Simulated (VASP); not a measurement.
# Sb (P2_1/m) in VASP: notebook

Sb is run at these levels: PBEsol; tasks: single point.

All numbers are computed with VASP 6.6.1; they aren't measurements. Logs are shortened: lines on timing, memory, paths and dates and some standing lists are left out, and cuts for length are marked.

## Step 1: The cell of the first run

It takes space group P2_1/m (No. 11, monoclinic). The conventional cell has a = 3.080 Å, b = 4.289 Å, c = 4.346 Å, α = 90.00°, β = 90.51°, γ = 90.00°. Sb (site symmetry m) has 6 Sb at 3.00 to 3.11 Å within 3.9 Å.

## Step 2: Single point, PBEsol

Input file INCAR:

```
SYSTEM = Sb
  PREC = Accurate
  ENCUT = 520
  EDIFF = 1E-6
  ISMEAR = -1
  SIGMA = 0.05
  LREAL = .FALSE.
  LASPH = .TRUE.
  NELM = 80
  ALGO = Normal
  ISIF = 2
  LWAVE = .FALSE.
  LCHARG = .FALSE.
  GGA = PS
  NBANDS = 12
```

Input file KPOINTS:

```
regular mesh
0
G
  9 6 6
  0 0 0
```

Input file POSCAR:

```
Sb
1.0
    3.0802022053      0.0000000000      0.0000000000
    0.0000000000      4.2887605540      0.0000000000
   -0.0383890571      0.0000000000      4.3463061600
Sb
2
Direct
    0.0113890000      0.2500000000      0.2411660000
    0.9886110000      0.7500000000      0.7588340000
```

Potentials or basis: VASP PAW PBE potentials, release 64 (Sb).

Started as:

```
$ cat potpaw_PBE.64/Sb/POTCAR > POTCAR
$ mpirun -np 1 vasp_std > vasp.out
```

OUTCAR:

```text
SYSTEM = Sb
   PREC = Accurate
   ENCUT = 520
   EDIFF = 1E-6
   ISMEAR = -1
   LREAL = .FALSE.
   LASPH = .TRUE.
   NELM = 80
   ISIF = 2
   GGA = PS

 ion  position               nearest neighbor table
   1  0.011  0.250  0.241-   2 3.00   2 3.00   2 3.11   2 3.11
   2  0.989  0.750  0.759-   1 3.00   1 3.00   1 3.11   1 3.11

  LATTYP: Found a simple monoclinic cell.
 ALAT       =     3.0802022053
 B/A-ratio  =     1.3923633152
 C/A-ratio  =     1.4111007668
 COS(beta)  =    -0.0088322263

  Lattice vectors:

 A1 = (   3.0802022053,   0.0000000000,   0.0000000000)
 A2 = (   0.0000000000,   4.2887605540,   0.0000000000)
 A3 = (  -0.0383890571,   0.0000000000,   4.3463061600)

Analysis of symmetry for initial positions (statically):
=====================================================================
 Subroutine PRICEL returns:
 Original cell was already a primitive cell.

 Routine SETGRP: Setting up the symmetry group for a
 simple monoclinic supercell.

 Subroutine GETGRP returns: Found  4 space group operations
 (whereof  2 operations were pure point group operations)
 out of a pool of  4 trial point group operations.

The static configuration has the point symmetry S_2 .
 The point group associated with its full space group is C_2h.

Analysis of symmetry for dynamics (positions and initial velocities):
=====================================================================
 Subroutine PRICEL returns:
 Original cell was already a primitive cell.

 Routine SETGRP: Setting up the symmetry group for a
 simple monoclinic supercell.

 Subroutine GETGRP returns: Found  4 space group operations
 (whereof  2 operations were pure point group operations)
 out of a pool of  4 trial point group operations.

The dynamic configuration has the point symmetry S_2 .
 The point group associated with its full space group is C_2h.

 Subroutine INISYM returns: Found  4 space group operations
 (whereof  2 operations are pure point group operations),
 and found     1 'primitive' translations

----------------------------------------------------------------------------------------

                                     Primitive cell

  volume of cell :      57.4158

  direct lattice vectors                    reciprocal lattice vectors
     3.080202205  0.000000000  0.000000000     0.324654011  0.000000000  0.002867530
     0.000000000  4.288760554  0.000000000     0.000000000  0.233167599  0.000000000
    -0.038389057  0.000000000  4.346306160     0.000000000  0.000000000  0.230080432
[... 92 lines left out ...]
   POTIM  = 0.5000    time-step for ionic-motion
   TEBEG  =    0.0;   TEEND  =   0.0 temperature during run
   PSTRESS=    0.0 pullay stress
   NELECT =      10.0000    total number of electrons
   NUPDOWN=      -1.0000    fix difference up-down
   EMIN   =  10.00;   EMAX   =-10.00  energy-range for DOS
   EFERMI =   0.00;   METHOD = LEGACY
   ISMEAR =    -1;   SIGMA  =   0.05  broadening in eV -4-tet -1-fermi 0-gaus
   EFERMI_NEDOS =   21; number of points for ismear=-14 and -15
   IALGO  =     38    algorithm
   IMIX   =      4    mixing-type and parameters
     AMIX     =   0.40;   BMIX     =  1.00
     AMIX_MAG =   1.60;   BMIX_MAG =  1.00
  volume/ion in A,a.u.               =      28.71       193.73
  Fermi-wavevector in a.u.,A,eV,Ry     =   0.914249  1.727680 11.372441  0.835851
  Thomas-Fermi vector in A             =   2.038854
   LORBIT       =      0    0 simple, 1 ext, 2 COOP (PROOUT), +10 PAW based schemes
   GGA     = PS    functional components
   LHFCALC =     F    Hartree Fock is set to
   AEXX    =    0.0000 exact exchange contribution
   IVDW    =     0    specifies the selected vdW correction
   LEPSILON=     F    determine dielectric tensor
   LRPA    =     F    only Hartree local field effects (RPA)
 non-spin polarized calculation
  energy-cutoff  :      520.00
  volume of cell :       57.42
 maximum number of plane-waves:      1580
   NGX = 11   NGY = 15   NGZ = 17

 number of electron      10.0000001 magnetization

 Free energy of the ion-electron system (eV)
  ---------------------------------------------------
  ext. energy  EPLUGINS =         0.00000000
  ---------------------------------------------------
  free energy    TOTEN  =        -9.05264280 eV

  energy without entropy =       -9.04042053  energy(sigma->0) =       -9.04653166

 E-fermi :   7.6236     XC(G=0):  -9.9165

 val. band max:        7.6114628038   @ k =   0.4444   0.3333   0.1667
 cond. band min:       7.6322300312   @ k =  -0.1111   0.3333   0.1667
 fundamental gap:      0.0207672275
 Fermi energy:         7.6235518011

 k-point     1 :       0.0000    0.0000    0.0000
  band No.  band energies     occupation
      1      -5.2375      2.00000
      2       0.1674      2.00000
      3       3.7143      2.00000
      4       3.8530      2.00000
      5       9.4070      0.00000
      6      10.6617      0.00000
      7      10.8988      0.00000
      8      11.0184      0.00000
      9      14.2902      0.00000
     10      14.5376      0.00000
     11      15.1135      0.00000
     12      15.8964      0.00000
[... 331 lines left out ...]
 k-point    24 :       0.3333    0.0000    0.1667
  band No.  band energies     occupation
      1      -3.4900      2.00000
      2       0.9682      2.00000
      3       3.7026      2.00000
      4       5.4367      2.00000
      5       5.6719      2.00000
      6       7.7721      0.09751
      7      11.0100      0.00000
      8      11.1825      0.00000
      9      11.9196      0.00000
     10      13.6073      0.00000
     11      13.9229      0.00000
     12      17.2086      0.00000

 [... further k-points ...]

------------------------ aborting loop because EDIFF is reached ----------------------------------------

  FORCE on cell =-STRESS in cart. coord.  units (eV):
  Direction    XX          YY          ZZ          XY          YZ          ZX
  --------------------------------------------------------------------------------------
  -------------------------------------------------------------------------------------
  Total        0.0877030     -0.0141498      0.1143885      0.0000000      0.0000000      0.0363571
  in kB        2.4473373     -0.3948466      3.1919900      0.0000000      0.0000000      1.0145371
  external PRESSURE =       1.7481602 kB  Pullay stress =       0.0000000 kB

 VOLUME and BASIS-vectors are now :
 -----------------------------------------------------------------------------
  energy-cutoff  :      520.00
  volume of cell :       57.42
      direct lattice vectors                 reciprocal lattice vectors
     3.080202205  0.000000000  0.000000000     0.324654011  0.000000000  0.002867530
     0.000000000  4.288760554  0.000000000     0.000000000  0.233167599  0.000000000
    -0.038389057  0.000000000  4.346306160     0.000000000  0.000000000  0.230080432

 POSITION                                       TOTAL-FORCE (eV/Angst)
 -----------------------------------------------------------------------------------
      0.02582      1.07219      1.04818        -0.026252     -0.000000      0.111603
      3.01599      3.21657      3.29812         0.026252      0.000000     -0.111603
 -----------------------------------------------------------------------------------
    total drift:                               -0.000000      0.000000      0.000000

  FREE ENERGIE OF THE ION-ELECTRON SYSTEM (eV)
  ---------------------------------------------------
  free  energy   TOTEN  =        -9.0526427969 eV

  energy  without entropy=       -9.0404205273  energy(sigma->0) =       -9.04653166
```

OSZICAR:

```text
N       E                     dE             d eps       ncg     rms          rms(c)
DAV:   1     0.305282213082E+02    0.30528E+02   -0.35125E+03  2688   0.656E+02
DAV:   2    -0.733611499318E+01   -0.37864E+02   -0.36488E+02  3592   0.103E+02
DAV:   3    -0.904281653609E+01   -0.17067E+01   -0.16698E+01  3280   0.241E+01
DAV:   4    -0.905790026792E+01   -0.15084E-01   -0.15077E-01  3088   0.270E+00
DAV:   5    -0.905806893512E+01   -0.16867E-03   -0.16867E-03  3192   0.314E-01    0.283E+00
DAV:   6    -0.905487653961E+01    0.31924E-02   -0.54215E-04  3084   0.163E-01    0.168E+00
DAV:   7    -0.905261804591E+01    0.22585E-02   -0.13239E-03  3004   0.242E-01    0.608E-02
DAV:   8    -0.905264143561E+01   -0.23390E-04   -0.54712E-05  3260   0.459E-02    0.953E-03
DAV:   9    -0.905264294771E+01   -0.15121E-05   -0.27567E-06  3076   0.105E-02    0.247E-03
DAV:  10    -0.905264279691E+01    0.15081E-06   -0.27566E-07  1748   0.288E-03
   1 F= -.90526428E+01 E0= -.90465317E+01  d E =-.122223E-01
```

Wall time 46 s (1 thread of Intel Xeon 8259CL, shared host); peak memory 0.21 GiB.

Results:

```yaml
Free_energy: -9.0526 eV
Pressure: 0.2 GPa
Largest_force: 0.115 eV/Å
Band_gap_on_the_k_mesh: zero (bands 5 and 6 overlap by 8.73 eV)
```

Forces in eV/Å, atoms in the order of the input:
```
Sb  -0.026  0.000  0.112
Sb   0.026  0.000 -0.112
```

Stress tensor (GPa, compression positive):
```
 0.24  0.00  0.10
 0.00 -0.04  0.00
 0.10  0.00  0.32
```

Levels at points of the mesh, in eV from the Fermi level:
```csv
k point,band 2,band 3,band 4,band 5,band 6,band 7,band 8,band 9
"(0.00, 0.00, 0.00)",-7.46,-3.91,-3.77,1.78,3.04,3.28,3.39,6.67
"(0.00, 0.50, 0.00)",-10.98,-1.67,-1.67,-1.05,-1.05,4.83,4.83,8.09
"(0.00, 0.00, 0.50)",-10.79,-1.77,-1.24,-1.07,-0.90,4.60,5.00,7.73
"(0.00, 0.50, 0.50)",-10.25,-6.01,-6.01,5.20,5.20,5.47,5.47,8.99
```

Caveat: the PAW data sets were made with another functional, which shifts forces and pressure a little; spin-orbit coupling is left out, which moves the levels of the heavy elements.

## Step 3: Single point, PBEsol

This run uses another cell than the first one, of 29.31 Å³/atom.

Input file INCAR:

```
PREC = Accurate
ENCUT = 520
EDIFF = 1E-6
ISMEAR = -1
SIGMA = 0.05
LREAL = False
LASPH = True
NELM = 100
ALGO = Normal
ISIF = 2
LWAVE = False
LCHARG = True
GGA = PS
LELF = True
LVHAR = True
NBANDS = 12
```

Input file KPOINTS:

```
Automatic mesh
0
Gamma
  9 6 6
```

Input file POSCAR:

```
Sb
1.0
    3.1014456505      0.0000000000      0.0000000000
    0.0000000000      4.3183391477      0.0000000000
   -0.0386538176      0.0000000000      4.3762816325
Sb
2
Direct
    0.0113890000      0.2500000000      0.2411660000
    0.9886110000      0.7500000000      0.7588340000
```

Potentials or basis: VASP PAW PBE potentials, release 64 (Sb).

Started as:

```
$ cat potpaw_PBE.64/Sb/POTCAR > POTCAR
$ mpirun -np 1 vasp_std > vasp.out
```

OUTCAR:

```text
PREC = Accurate
   ENCUT = 520
   EDIFF = 1E-6
   ISMEAR = -1
   LREAL = False
   LASPH = True
   NELM = 100
   ISIF = 2
   GGA = PS

 ion  position               nearest neighbor table
   1  0.011  0.250  0.241-   2 3.02   2 3.02   2 3.13   2 3.13
   2  0.989  0.750  0.759-   1 3.02   1 3.02   1 3.13   1 3.13

  LATTYP: Found a simple monoclinic cell.
 ALAT       =     3.1014456505
 B/A-ratio  =     1.3923633152
 C/A-ratio  =     1.4111007668
 COS(beta)  =    -0.0088322263

  Lattice vectors:

 A1 = (   3.1014456505,   0.0000000000,   0.0000000000)
 A2 = (   0.0000000000,   4.3183391477,   0.0000000000)
 A3 = (  -0.0386538176,   0.0000000000,   4.3762816325)

Analysis of symmetry for initial positions (statically):
=====================================================================
 Subroutine PRICEL returns:
 Original cell was already a primitive cell.

 Routine SETGRP: Setting up the symmetry group for a
 simple monoclinic supercell.

 Subroutine GETGRP returns: Found  4 space group operations
 (whereof  2 operations were pure point group operations)
 out of a pool of  4 trial point group operations.

The static configuration has the point symmetry S_2 .
 The point group associated with its full space group is C_2h.

Analysis of symmetry for dynamics (positions and initial velocities):
=====================================================================
 Subroutine PRICEL returns:
 Original cell was already a primitive cell.

 Routine SETGRP: Setting up the symmetry group for a
 simple monoclinic supercell.

 Subroutine GETGRP returns: Found  4 space group operations
 (whereof  2 operations were pure point group operations)
 out of a pool of  4 trial point group operations.

The dynamic configuration has the point symmetry S_2 .
 The point group associated with its full space group is C_2h.

 Subroutine INISYM returns: Found  4 space group operations
[... 122 lines left out ...]
   GGA     = PS    functional components
   LHFCALC =     F    Hartree Fock is set to
   AEXX    =    0.0000 exact exchange contribution
   IVDW    =     0    specifies the selected vdW correction
   LEPSILON=     F    determine dielectric tensor
   LRPA    =     F    only Hartree local field effects (RPA)
 non-spin polarized calculation
  energy-cutoff  :      520.00
  volume of cell :       58.61
 maximum number of plane-waves:      1616
   NGX = 11   NGY = 17   NGZ = 17

 number of electron      10.0000000 magnetization

 Free energy of the ion-electron system (eV)
  ---------------------------------------------------
  ext. energy  EPLUGINS =         0.00000000
  ---------------------------------------------------
  free energy    TOTEN  =        -9.04928292 eV

  energy without entropy =       -9.03671162  energy(sigma->0) =       -9.04299727

 E-fermi :   7.3468     XC(G=0):  -9.8288

 val. band max:        7.3368122046   @ k =   0.4444   0.3333   0.1667
 cond. band min:       7.3611447308   @ k =  -0.1111   0.3333   0.1667
 fundamental gap:      0.0243325262
 Fermi energy:         7.3468035337

 k-point     1 :       0.0000    0.0000    0.0000
  band No.  band energies     occupation
      1      -5.3386      2.00000
      2      -0.1059      2.00000
      3       3.5440      2.00000
      4       3.6796      2.00000
      5       9.2137      0.00000
      6      10.3473      0.00000
      7      10.5793      0.00000
      8      10.7027      0.00000
      9      13.9781      0.00000
     10      14.2485      0.00000
     11      14.6743      0.00000
     12      15.4961      0.00000
[... 331 lines left out ...]
 k-point    24 :       0.3333    0.0000    0.1667
  band No.  band energies     occupation
      1      -3.6345      2.00000
      2       0.7000      2.00000
      3       3.5270      2.00000
      4       5.2252      2.00000
      5       5.4373      2.00000
      6       7.4661      0.16846
      7      10.6875      0.00000
      8      10.8638      0.00000
      9      11.6676      0.00000
     10      13.3437      0.00000
     11      13.6580      0.00000
     12      16.8940      0.00000

 [... further k-points ...]

------------------------ aborting loop because EDIFF is reached ----------------------------------------

  FORCE on cell =-STRESS in cart. coord.  units (eV):
  Direction    XX          YY          ZZ          XY          YZ          ZX
  --------------------------------------------------------------------------------------
  -------------------------------------------------------------------------------------
  Total       -0.3141023     -0.4801836     -0.3586185      0.0000000      0.0000000      0.0336975
  in kB       -8.5860921    -13.1259793     -9.8029571      0.0000000      0.0000000      0.9211315
  external PRESSURE =     -10.5050095 kB  Pullay stress =       0.0000000 kB

 VOLUME and BASIS-vectors are now :
 -----------------------------------------------------------------------------
  energy-cutoff  :      520.00
  volume of cell :       58.61
      direct lattice vectors                 reciprocal lattice vectors
     3.101445651  0.000000000  0.000000000     0.322430283  0.000000000  0.002847888
     0.000000000  4.318339148  0.000000000     0.000000000  0.231570510  0.000000000
    -0.038653818  0.000000000  4.376281632     0.000000000  0.000000000  0.228504489

 POSITION                                       TOTAL-FORCE (eV/Angst)
 -----------------------------------------------------------------------------------
      0.02600      1.07958      1.05541        -0.028426     -0.000000      0.076126
      3.03679      3.23875      3.32087         0.028426      0.000000     -0.076126
 -----------------------------------------------------------------------------------
    total drift:                                0.000000     -0.000000      0.000000

  FREE ENERGIE OF THE ION-ELECTRON SYSTEM (eV)
  ---------------------------------------------------
  free  energy   TOTEN  =        -9.0492829204 eV

  energy  without entropy=       -9.0367116182  energy(sigma->0) =       -9.04299727
```

OSZICAR:

```text
N       E                     dE             d eps       ncg     rms          rms(c)
DAV:   1     0.304473929222E+02    0.30447E+02   -0.34308E+03  2688   0.652E+02
DAV:   2    -0.734183170769E+01   -0.37789E+02   -0.36369E+02  3596   0.102E+02
DAV:   3    -0.903918718437E+01   -0.16974E+01   -0.16692E+01  3232   0.240E+01
DAV:   4    -0.905371256064E+01   -0.14525E-01   -0.14516E-01  3132   0.268E+00
DAV:   5    -0.905387936269E+01   -0.16680E-03   -0.16680E-03  3152   0.316E-01    0.272E+00
DAV:   6    -0.905119650225E+01    0.26829E-02   -0.65893E-04  3132   0.170E-01    0.161E+00
DAV:   7    -0.904925945548E+01    0.19370E-02   -0.15552E-03  2912   0.250E-01    0.630E-02
DAV:   8    -0.904928154602E+01   -0.22091E-04   -0.59812E-05  3252   0.493E-02    0.944E-03
DAV:   9    -0.904928307074E+01   -0.15247E-05   -0.28302E-06  3052   0.106E-02    0.245E-03
DAV:  10    -0.904928292043E+01    0.15031E-06   -0.28956E-07  1800   0.294E-03
   1 F= -.90492829E+01 E0= -.90429973E+01  d E =-.125713E-01
```

Wall time 46 s (1 thread of Intel Xeon 8259CL, shared host); peak memory 0.21 GiB.

Results:

| Quantity | Value |
| --- | --- |
| Free energy | -9.0493 eV |
| Pressure | -1.1 GPa |
| Largest force | 0.081 eV/Å |
| Band gap on the k mesh | zero (bands 5 and 6 overlap by 8.53 eV) |

Forces on the atoms (eV/Å):
```
Sb  -0.028  0.000  0.076
Sb   0.028  0.000 -0.076
```

Stress tensor (GPa, compression positive):
```
-0.86  0.00  0.09
 0.00 -1.31  0.00
 0.09  0.00 -0.98
```

Caveat: the PAW data sets were made with another functional, which shifts forces and pressure a little; spin-orbit coupling is left out, which moves the levels of the heavy elements.
